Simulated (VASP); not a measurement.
# In (Im-3m) in VASP: a series of runs

The runs below take In through single point, with PBE.

Program: VASP 6.6.1. These are calculated values, not measurements. Logs are shortened: lines on timing, memory, paths and dates and some standing lists are left out, and cuts for length are marked.

**1. The cell of the first run**

The structure is cubic, space group Im-3m (No. 229). Conventional cell: a = 2.814 Å, b = 2.814 Å, c = 2.814 Å, α = 90.00°, β = 90.00°, γ = 90.00°. In (site symmetry m-3m) has 14 In at 2.44 to 2.81 Å within 3.2 Å.

**2. Single point, PBE (volume scaled by 0.4)**

INCAR reads:

```
SYSTEM = In
  PREC = Accurate
  ENCUT = 520
  EDIFF = 1E-6
  ISMEAR = -1
  SIGMA = 0.1
  LREAL = .False.
  LASPH = .True.
  NELM = 80
  ALGO = Normal
  ISIF = 2
  LWAVE = .False.
  LCHARG = .False.
  GGA = PE
  NBANDS = 12
```

KPOINTS reads:

```
Automatic mesh
0
Gamma
  16 16 16
  0 0 0
```

POSCAR reads:

```
In
1.0
   -1.4068436755      1.4068436755      1.4068436755
    1.4068436755     -1.4068436755      1.4068436755
    1.4068436755      1.4068436755     -1.4068436755
In
1
Direct
    0.0000000000      0.0000000000      0.0000000000
```

Potentials or basis: VASP PAW PBE potentials, release 64 (In_d).

Launch:

```
cat potpaw_PBE.64/In_d/POTCAR > POTCAR
mpirun -np 1 vasp_std > vasp.out
```

OUTCAR:

```text
SYSTEM = In
   PREC = Accurate
   ENCUT = 520
   EDIFF = 1E-6
   ISMEAR = -1
   LREAL = .False.
   LASPH = .True.
   NELM = 80
   ISIF = 2
   GGA = PE

 ion  position               nearest neighbor table
   1  0.000  0.000  0.000-

  LATTYP: Found a body centered cubic cell.
 ALAT       =     2.8136873510

  Lattice vectors:

 A1 = (  -1.4068436755,   1.4068436755,   1.4068436755)
 A2 = (   1.4068436755,  -1.4068436755,   1.4068436755)
 A3 = (   1.4068436755,   1.4068436755,  -1.4068436755)

Analysis of symmetry for initial positions (statically):
=====================================================================
 Subroutine PRICEL returns:
 Original cell was already a primitive cell.

 Routine SETGRP: Setting up the symmetry group for a
 body centered cubic supercell.

 Subroutine GETGRP returns: Found 48 space group operations
 (whereof 48 operations were pure point group operations)
 out of a pool of 48 trial point group operations.

The static configuration has the point symmetry O_h .

Analysis of symmetry for dynamics (positions and initial velocities):
=====================================================================
 Subroutine PRICEL returns:
 Original cell was already a primitive cell.

 Routine SETGRP: Setting up the symmetry group for a
 body centered cubic supercell.

 Subroutine GETGRP returns: Found 48 space group operations
 (whereof 48 operations were pure point group operations)
 out of a pool of 48 trial point group operations.

The dynamic configuration has the point symmetry O_h .

 Subroutine INISYM returns: Found 48 space group operations
 (whereof 48 operations are pure point group operations),
 and found     1 'primitive' translations

----------------------------------------------------------------------------------------

                                     Primitive cell

  volume of cell :      11.1378

  direct lattice vectors                    reciprocal lattice vectors
    -1.406843676  1.406843676  1.406843676     0.000000000  0.355405514  0.355405514
     1.406843676 -1.406843676  1.406843676     0.355405514  0.000000000  0.355405514
     1.406843676  1.406843676 -1.406843676     0.355405514  0.355405514  0.000000000

  length of vectors
     2.436724724  2.436724724  2.436724724     0.502619298  0.502619298  0.502619298

  position of ions in fractional coordinates (direct lattice)
     0.000000000  0.000000000  0.000000000

  ion indices of the primitive-cell ions
   primitive index   ion index
                 1           1

----------------------------------------------------------------------------------------

 KPOINTS: Automatic mesh

Automatic generation of k-mesh.
 Grid dimensions read from file:
 generate k-points for:   16   16   16

 Generating k-lattice:

  Cartesian coordinates                     Fractional coordinates (reciprocal lattice)
     0.000000000  0.022212845  0.022212845     0.062500000  0.000000000  0.000000000
     0.022212845  0.000000000  0.022212845     0.000000000  0.062500000  0.000000000
     0.022212845  0.022212845  0.000000000     0.000000000  0.000000000  0.062500000

  Length of vectors
     0.031413706  0.031413706  0.031413706

  Shift w.r.t. Gamma in fractional coordinates (k-lattice)
     0.000000000  0.000000000  0.000000000

 Subroutine IBZKPT returns following result:
 ===========================================

 Found    145 irreducible k-points:

 Following reciprocal coordinates:
            Coordinates               Weight
  0.000000  0.000000  0.000000      1.000000
  0.062500  0.000000  0.000000     12.000000
  0.125000  0.000000  0.000000     12.000000
  0.187500  0.000000  0.000000     12.000000
  0.250000  0.000000  0.000000     12.000000
  0.312500  0.000000  0.000000     12.000000
[... 16 lines left out ...]
  0.187500  0.187500  0.000000     24.000000
  0.250000  0.187500 -0.000000     48.000000
 [... further k-points ...]
   k-points           NKPTS =    145   k-points in BZ     NKDIM =    145   number of bands    NBANDS=     12
   number of dos      NEDOS =    301   number of ions     NIONS =      1
   total plane-waves  NPLWV =   5832
   dimension x,y,z NGX =    18 NGY =   18 NGZ =   18
   dimension x,y,z NGXF=    36 NGYF=   36 NGZF=   36
   ions per type =               1
   NGX,Y,Z   is equivalent  to a cutoff of  12.28, 12.28, 12.28 a.u.
   NGXF,Y,Z  is equivalent  to a cutoff of  24.56, 24.56, 24.56 a.u.
 SYSTEM =  In
   PREC   = accura    normal or accurate (medium, high low for compatibility)
   ISTART =      0    job   : 0-new  1-cont  2-samecut
   ICHARG =      2    charge: 1-file 2-atom 10-const
   ISPIN  =      1    spin polarized calculation?
   LNONCOLLINEAR =      F non collinear calculations
   LSORBIT =      F    spin-orbit coupling
   LASPH  =      T    aspherical Exc in radial PAW
   ENCUT  =  520.0 eV  38.22 Ry    6.18 a.u.   4.53  4.53  4.53*2*pi/ulx,y,z
   NELM   =     80;   NELMIN=  2; NELMDL= -5     # of ELM steps
   EDIFF  = 0.1E-05   stopping-criterion for ELM
   LREAL  =      F    real-space projection
   EDIFFG = 0.1E-04   stopping-criterion for IOM
   NSW    =      0    number of steps for IOM
   IBRION =     -1    ionic relax: 0-MD 1-quasi-New 2-CG
   NFREE  =      0    steps in history (QN), initial steepest desc. (CG)
   ISIF   =      2    stress and relaxation
   ISYM   =      2    0-nonsym 1-usesym 2-fastsym
   POTIM  = 0.5000    time-step for ionic-motion
   TEBEG  =    0.0;   TEEND  =   0.0 temperature during run
   PSTRESS=    0.0 pullay stress
   NELECT =      13.0000    total number of electrons
   NUPDOWN=      -1.0000    fix difference up-down
   EMIN   =  10.00;   EMAX   =-10.00  energy-range for DOS
   EFERMI =   0.00;   METHOD = LEGACY
   ISMEAR =    -1;   SIGMA  =   0.10  broadening in eV -4-tet -1-fermi 0-gaus
   EFERMI_NEDOS =   21; number of points for ismear=-14 and -15
   IALGO  =     38    algorithm
   IMIX   =      4    mixing-type and parameters
     AMIX     =   0.40;   BMIX     =  1.00
     AMIX_MAG =   1.60;   BMIX_MAG =  1.00
  volume/ion in A,a.u.               =      11.14        75.16
  Fermi-wavevector in a.u.,A,eV,Ry     =   1.723681  3.257284 40.423924  2.971075
  Thomas-Fermi vector in A             =   2.799512
   LORBIT       =      0    0 simple, 1 ext, 2 COOP (PROOUT), +10 PAW based schemes
   GGA     = PE    functional components
   LHFCALC =     F    Hartree Fock is set to
   AEXX    =    0.0000 exact exchange contribution
   IVDW    =     0    specifies the selected vdW correction
   LEPSILON=     F    determine dielectric tensor
   LRPA    =     F    only Hartree local field effects (RPA)
 non-spin polarized calculation
  energy-cutoff  :      520.00
  volume of cell :       11.14
 maximum number of plane-waves:       321
   NGX =  9   NGY =  9   NGZ =  9

 number of electron      12.9999998 magnetization

 Free energy of the ion-electron system (eV)
  ---------------------------------------------------
  ext. energy  EPLUGINS =         0.00000000
  ---------------------------------------------------
  free energy    TOTEN  =         4.35943621 eV

  energy without entropy =        4.36927108  energy(sigma->0) =        4.36435365

 E-fermi :  23.9636     XC(G=0): -15.0661

 val. band max:       23.9633013805   @ k =  -0.4375   0.4375   0.3125
 cond. band min:      23.9837330239   @ k =  -0.3125   0.5000   0.0625
 fundamental gap:      0.0204316434
 Fermi energy:        23.9635525900

 k-point     1 :       0.0000    0.0000    0.0000
  band No.  band energies     occupation
      1       4.5589      2.00000
      2       4.9372      2.00000
      3       4.9372      2.00000
      4       4.9372      2.00000
      5       6.7602      2.00000
      6       6.7602      2.00000
      7      36.5513      0.00000
      8      36.5513      0.00000
      9      36.5513      0.00000
     10      46.1739      0.00000
     11      46.1739      0.00000
     12      47.8616      0.00000

 k-point     2 :       0.0625    0.0000    0.0000
  band No.  band energies     occupation
      1       4.7105      2.00000
      2       4.8973      2.00000
      3       4.9729      2.00000
      4       5.0383      2.00000
      5       6.7164      2.00000
      6       6.7624      2.00000
      7      36.2733      0.00000
      8      36.5419      0.00000
      9      36.7041      0.00000
     10      44.5435      0.00000
     11      45.2802      0.00000
     12      46.4966      0.00000

 k-point     3 :       0.1250    0.0000    0.0000
  band No.  band energies     occupation
      1       4.7664      2.00000
      2       4.7849      2.00000
      3       5.3325      2.00000
      4       5.4535      2.00000
      5       6.6219      2.00000
      6       6.7700      2.00000
      7      35.2444      0.00000
      8      36.3338      0.00000
      9      37.1372      0.00000
     10      43.1038      0.00000
     11      43.4661      0.00000
     12      44.1314      0.00000
[... 286 lines left out ...]
 k-point    23 :       0.1875    0.1875    0.0000
  band No.  band energies     occupation
      1       4.2281      2.00000
      2       4.6817      2.00000
      3       5.9579      2.00000
      4       6.3804      2.00000
      5       6.9484      2.00000
      6      10.5039      2.00000
      7      29.4345      0.00000
      8      29.6040      0.00000
      9      35.4629      0.00000
     10      39.0417      0.00000
     11      43.9317      0.00000
     12      46.9824      0.00000

 k-point    24 :       0.2500    0.1875   -0.0000
  band No.  band energies     occupation
      1       4.0956      2.00000
      2       4.5806      2.00000
      3       6.1104      2.00000
      4       6.4603      2.00000
      5       7.0894      2.00000
      6      12.4345      2.00000
      7      26.4528      0.00000
      8      28.5050      0.00000
      9      34.3945      0.00000
     10      39.5831      0.00000
     11      44.0936      0.00000
     12      47.7442      0.00000

 [... further k-points ...]

------------------------ aborting loop because EDIFF is reached ----------------------------------------

  FORCE on cell =-STRESS in cart. coord.  units (eV):
  Direction    XX          YY          ZZ          XY          YZ          ZX
  --------------------------------------------------------------------------------------
  -------------------------------------------------------------------------------------
  Total       22.9525061     22.9525061     22.9525061      0.0000000      0.0000000     -0.0000000
  in kB     3301.7423154   3301.7423154   3301.7423154      0.0000000      0.0000000     -0.0000000
  external PRESSURE =    3301.7423154 kB  Pullay stress =       0.0000000 kB

 VOLUME and BASIS-vectors are now :
 -----------------------------------------------------------------------------
  energy-cutoff  :      520.00
  volume of cell :       11.14
      direct lattice vectors                 reciprocal lattice vectors
    -1.406843676  1.406843676  1.406843676     0.000000000  0.355405514  0.355405514
     1.406843676 -1.406843676  1.406843676     0.355405514  0.000000000  0.355405514
     1.406843676  1.406843676 -1.406843676     0.355405514  0.355405514  0.000000000

 POSITION                                       TOTAL-FORCE (eV/Angst)
 -----------------------------------------------------------------------------------
      0.00000      0.00000      0.00000        -0.000000      0.000000      0.000000
 -----------------------------------------------------------------------------------
    total drift:                                0.000000      0.000000      0.000000

  FREE ENERGIE OF THE ION-ELECTRON SYSTEM (eV)
  ---------------------------------------------------
  free  energy   TOTEN  =         4.3594362080 eV

  energy  without entropy=        4.3692710834  energy(sigma->0) =        4.36435365
```

It took 29 s on 1 thread of Intel Xeon 8259CL, shared host; peak memory 0.13 GiB.

What came out:

| Property | Result |
| --- | --- |
| Free energy | 4.3594 eV |
| Pressure | 330.2 GPa |

Caveat: spin-orbit coupling is left out, which moves the levels of the heavy elements.

(Part 1 of 2 ends here.)
